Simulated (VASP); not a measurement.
# CdS (I-4m2) in VASP: a series of runs, part 2 of 2

VASP 6.6.1.

## Step 4: Single point, r2SCAN

This run uses another cell than the first one, of the same volume but with other edges.

Input file POSCAR:

```
CdS
1.0
    0.0000000000      2.8190022809      3.1009025090
    2.8190022809      0.0000000000      3.1009025090
    2.8190022809      2.8190022809      0.0000000000
Cd S
1 1
Direct
    0.0000000000      0.0000000000      0.0000000000
    0.7500000000      0.7500000000      0.7500000000
```

Input file INCAR.step1:

```
PREC = Accurate
ENCUT = 520
ISMEAR = 0
SIGMA = 0.05
LREAL = False
LASPH = True
NELM = 60
NBANDS = 16
GGA = PE
ALGO = Normal
EDIFF = 1E-4
LWAVE = True
LCHARG = False
```

Input file INCAR.step2:

```
PREC = Accurate
ENCUT = 520
EDIFF = 1E-7
ISMEAR = 0
SIGMA = 0.05
LREAL = False
LASPH = True
NELM = 60
ALGO = Normal
ISIF = 2
LWAVE = False
LCHARG = False
METAGGA = R2SCAN
LMIXTAU = True
NBANDS = 16
ISTART = 1
```

Input file KPOINTS:

```
regular mesh
0
Gamma
  10 10 10
```

Potentials or basis: VASP PAW PBE potentials, release 64 (Cd, S).

Started as:

```console
> cat potpaw_PBE.64/Cd/POTCAR potpaw_PBE.64/S/POTCAR > POTCAR
> cp INCAR.step1 INCAR
> mpirun -np 1 vasp_std > vasp.out
> cp INCAR.step2 INCAR
> mpirun -np 1 vasp_std > vasp.out
```

OUTCAR:

```text
PREC = Accurate
   ENCUT = 520
   EDIFF = 1E-7
   ISMEAR = 0
   LREAL = False
   LASPH = True
   NELM = 60
   ISIF = 2
   METAGGA = R2SCAN
   ISTART = 1

 ion  position               nearest neighbor table
   1  0.000  0.000  0.000-   2 2.53   2 2.53   2 2.53   2 2.53
   2  0.750  0.750  0.750-   1 2.53   1 2.53   1 2.53   1 2.53

  LATTYP: Found a body centered tetragonal cell.
 ALAT       =     3.9866712580
 C/A-ratio  =     1.5556349186

  Lattice vectors:

 A1 = (  -2.8190022809,   0.0000000000,   3.1009025090)
 A2 = (   2.8190022809,   0.0000000000,   3.1009025090)
 A3 = (   0.0000000000,   2.8190022809,  -3.1009025090)

Analysis of symmetry for initial positions (statically):
=====================================================================
 Subroutine PRICEL returns:
 Original cell was already a primitive cell.

 Routine SETGRP: Setting up the symmetry group for a
 body centered tetragonal supercell.

 Subroutine GETGRP returns: Found  8 space group operations
 (whereof  8 operations were pure point group operations)
 out of a pool of 16 trial point group operations.

The static configuration has the point symmetry D_2d.

Analysis of symmetry for dynamics (positions and initial velocities):
=====================================================================
 Subroutine PRICEL returns:
 Original cell was already a primitive cell.

 Routine SETGRP: Setting up the symmetry group for a
 body centered tetragonal supercell.

 Subroutine GETGRP returns: Found  8 space group operations
 (whereof  8 operations were pure point group operations)
 out of a pool of 16 trial point group operations.

The dynamic configuration has the point symmetry D_2d.

 Subroutine INISYM returns: Found  8 space group operations
 (whereof  8 operations are pure point group operations),
 and found     1 'primitive' translations

----------------------------------------------------------------------------------------

[... 106 lines left out ...]
   EFERMI =   0.00;   METHOD = LEGACY
   ISMEAR =     0;   SIGMA  =   0.05  broadening in eV -4-tet -1-fermi 0-gaus
   EFERMI_NEDOS =   21; number of points for ismear=-14 and -15
   IALGO  =     38    algorithm
   IMIX   =      4    mixing-type and parameters
     AMIX     =   0.40;   BMIX     =  1.00
     AMIX_MAG =   1.60;   BMIX_MAG =  1.00
  volume/ion in A,a.u.               =      24.64       166.29
  Fermi-wavevector in a.u.,A,eV,Ry     =   1.170207  2.211371 18.631605  1.369384
  Thomas-Fermi vector in A             =   2.306669
   LORBIT       =      0    0 simple, 1 ext, 2 COOP (PROOUT), +10 PAW based schemes
   METAGGA = R2SCAN    functional components
   LHFCALC =     F    Hartree Fock is set to
   AEXX    =    0.0000 exact exchange contribution
   IVDW    =     0    specifies the selected vdW correction
   LEPSILON=     F    determine dielectric tensor
   LRPA    =     F    only Hartree local field effects (RPA)
 non-spin polarized calculation
 Gauss-broadening in eV      SIGMA  =   0.05
  energy-cutoff  :      520.00
  volume of cell :       49.28
 maximum number of plane-waves:      1356
   NGX = 15   NGY = 15   NGZ = 15

 number of electron      18.0000001 magnetization

 Free energy of the ion-electron system (eV)
  ---------------------------------------------------
  ext. energy  EPLUGINS =         0.00000000
  ---------------------------------------------------
  free energy    TOTEN  =       -29.65613552 eV

  energy without entropy =      -29.65613552  energy(sigma->0) =      -29.65613552

 E-fermi :   1.4814     XC(G=0):  -9.7731

 val. band max:        1.2077325018   @ k =   0.0000   0.0000   0.0000
 cond. band min:       2.6855338069   @ k =   0.0000   0.0000   0.0000
 fundamental gap:      1.4778013052
 Fermi energy:         1.4814128994

 k-point     1 :       0.0000    0.0000    0.0000
  band No.  band energies     occupation
      1     -11.7936      2.00000
      2      -6.9229      2.00000
      3      -6.8539      2.00000
      4      -6.8539      2.00000
      5      -6.3843      2.00000
      6      -6.3520      2.00000
[... 433 lines left out ...]
      3      -6.5935      2.00000
      4      -6.5297      2.00000
      5      -6.3072      2.00000
      6      -6.2764      2.00000
[... 8 lines left out ...]
     15      14.3407      0.00000
     16      16.3534      0.00000

 [... further k-points ...]
[... 5 lines left out ...]
  --------------------------------------------------------------------------------------
  -------------------------------------------------------------------------------------
  Total        0.8165089      0.8165089      0.1920168      0.0000000      0.0000000      0.0000000
  in kB       26.5437653     26.5437653      6.2422462      0.0000000      0.0000000      0.0000000
  external PRESSURE =      19.7765923 kB  Pullay stress =       0.0000000 kB

 VOLUME and BASIS-vectors are now :
 -----------------------------------------------------------------------------
  energy-cutoff  :      520.00
  volume of cell :       49.28
      direct lattice vectors                 reciprocal lattice vectors
     0.000000000  2.819002281  3.100902509    -0.177367717  0.177367717  0.161243379
     2.819002281  0.000000000  3.100902509     0.177367717 -0.177367717  0.161243379
     2.819002281  2.819002281  0.000000000     0.177367717  0.177367717 -0.161243379

 POSITION                                       TOTAL-FORCE (eV/Angst)
 -----------------------------------------------------------------------------------
      0.00000      0.00000      0.00000        -0.000000     -0.000000     -0.000000
      4.22850      4.22850      4.65135         0.000000      0.000000      0.000000
 -----------------------------------------------------------------------------------
    total drift:                               -0.000003     -0.000003      0.000045

  FREE ENERGIE OF THE ION-ELECTRON SYSTEM (eV)
  ---------------------------------------------------
  free  energy   TOTEN  =       -29.6561355171 eV

  energy  without entropy=      -29.6561355171  energy(sigma->0) =      -29.65613552
```

OSZICAR.step1:

```text
N       E                     dE             d eps       ncg     rms          rms(c)
DAV:   1     0.108980582027E+03    0.10898E+03   -0.91327E+03  3360   0.103E+03
DAV:   2    -0.236279105625E+01   -0.11134E+03   -0.10511E+03  3944   0.254E+02
DAV:   3    -0.662169973105E+01   -0.42589E+01   -0.42504E+01  4120   0.518E+01
DAV:   4    -0.664727350577E+01   -0.25574E-01   -0.25571E-01  4096   0.392E+00
DAV:   5    -0.664761330873E+01   -0.33980E-03   -0.33980E-03  4152   0.428E-01    0.816E+00
DAV:   6    -0.611682348538E+01    0.53079E+00   -0.84130E-01  4952   0.116E+01    0.654E+00
DAV:   7    -0.609660447218E+01    0.20219E-01   -0.19963E-01  4128   0.307E+00    0.319E+00
DAV:   8    -0.609679875501E+01   -0.19428E-03   -0.18483E-02  3960   0.172E+00    0.313E-01
DAV:   9    -0.609670315686E+01    0.95598E-04   -0.20698E-03  4128   0.678E-01    0.605E-02
DAV:  10    -0.609682316601E+01   -0.12001E-03   -0.24263E-04  4080   0.156E-01    0.665E-02
DAV:  11    -0.609690034342E+01   -0.77177E-04   -0.12402E-04  3648   0.901E-02
   1 F= -.60969003E+01 E0= -.60969003E+01  d E =-.365363E-15
```

It took 4.3 min on 1 thread of Intel Xeon 8259CL, shared host; peak memory 0.23 GiB.

What came out:

```
Free energy            : -29.6561 eV
Pressure               : 2.0 GPa
Band gap on the k mesh : 1.48 eV
```

Stress tensor (GPa, compression positive):
```
2.65 0.00 0.00
0.00 2.65 0.00
0.00 0.00 0.62
```

Caveat: the PAW data sets were made with another functional, which shifts forces and pressure a little.

## Step 5: Single point, r2SCAN

This run uses another cell than the first one, of the same volume but with other edges.

Input file POSCAR:

```
CdS
1.0
    0.0000000000      3.3593496092      2.1835772460
    3.3593496092      0.0000000000      2.1835772460
    3.3593496092      3.3593496092      0.0000000000
Cd S
1 1
Direct
    0.0000000000      0.0000000000      0.0000000000
    0.7500000000      0.7500000000      0.7500000000
```

Input file INCAR.step1:

```
SYSTEM = CdS
PREC = Accurate
ENCUT = 520
ISMEAR = 0
SIGMA = 0.05
LREAL = .FALSE.
LASPH = .TRUE.
NELM = 100
NBANDS = 16
GGA = PE
ALGO = Normal
EDIFF = 1E-4
LWAVE = .TRUE.
LCHARG = .FALSE.
```

Input file INCAR.step2:

```
SYSTEM = CdS
PREC = Accurate
ENCUT = 520
EDIFF = 1E-6
ISMEAR = 0
SIGMA = 0.05
LREAL = .FALSE.
LASPH = .TRUE.
NELM = 100
ALGO = Normal
ISIF = 2
LWAVE = .FALSE.
LCHARG = .TRUE.
METAGGA = R2SCAN
LMIXTAU = .TRUE.
LELF = .TRUE.
LVHAR = .TRUE.
NBANDS = 16
ISTART = 1
```

Input file KPOINTS:

```
Automatic mesh
0
G
  10 10 10
  0 0 0
```

Started as:

```console
> cat potpaw_PBE.64/Cd/POTCAR potpaw_PBE.64/S/POTCAR > POTCAR
> cp INCAR.step1 INCAR
> mpirun -np 1 vasp_std > vasp.out
> cp INCAR.step2 INCAR
> mpirun -np 1 vasp_std > vasp.out
```

Run time: 5 min. Hardware: 1 thread of Intel Xeon 8259CL, shared host; peak memory 0.24 GiB.

The run converged. Its results:

| Item | Value |
| --- | --- |
| Free energy | -29.4742 eV |
| Pressure | -2.9 GPa |
| Band gap on the k mesh | 0.90 eV |

Stress tensor (GPa, compression positive):
```
-4.59  0.00  0.00
 0.00 -4.59  0.00
 0.00  0.00  0.61
```

Levels at points of the mesh, in eV from the valence-band top:
| k point | band 6 | band 7 | band 8 | band 9 | band 10 | band 11 | band 12 | band 13 |
| --- | --- | --- | --- | --- | --- | --- | --- | --- |
| (0.00, 0.00, 0.00) | -7.84 | -0.80 | -0.80 | 0.00 | 0.90 | 7.93 | 7.93 | 7.96 |
| (0.50, 0.00, 0.00) | -7.58 | -4.27 | -1.63 | -0.70 | 2.25 | 5.93 | 7.40 | 9.21 |
| (0.50, 0.50, 0.00) | -7.03 | -3.06 | -3.06 | -2.28 | 1.79 | 3.77 | 10.50 | 10.50 |
| (0.50, 0.00, 0.50) | -7.72 | -4.74 | -1.36 | -0.87 | 4.32 | 5.89 | 8.21 | 9.13 |

Caveat: the stress differs along the axes, from -5 to 1 GPa; the PAW data sets were made with another functional, which shifts forces and pressure a little.

## Step 6: Summary

```tsv
cell	gap on the mesh (eV)	pressure (GPa)
a = 4.373, b = 4.373, c = 3.771 Å, angles 64.5, 64.5, 51.1°, 2 atoms	0.95	0.3
a = 4.066, b = 4.066, c = 4.231 Å, angles 58.6, 58.6, 62.7°, 2 atoms	1.46	2.0
a = 4.191, b = 4.191, c = 3.987 Å, angles 61.6, 61.6, 56.8°, 2 atoms	1.48	2.0
a = 4.007, b = 4.007, c = 4.751 Å, angles 53.6, 53.6, 72.7°, 2 atoms	0.90	-2.9
```

Alike in all rows: task single point; level r2SCAN; potentials or basis VASP PAW PBE potentials, release 64 (Cd, S); no spin polarisation; k mesh 10 × 10 × 10; cutoff (eV) 520; smearing gaussian 0.05 eV.

Caveats: the PAW data sets were made with another functional, which shifts forces and pressure a little; the stress differs along the axes, from -6 to 3 GPa (at least some runs); the stress differs along the axes, from -5 to 1 GPa (at least some runs).

Absolute energies hang on the potentials; compare differences alone.
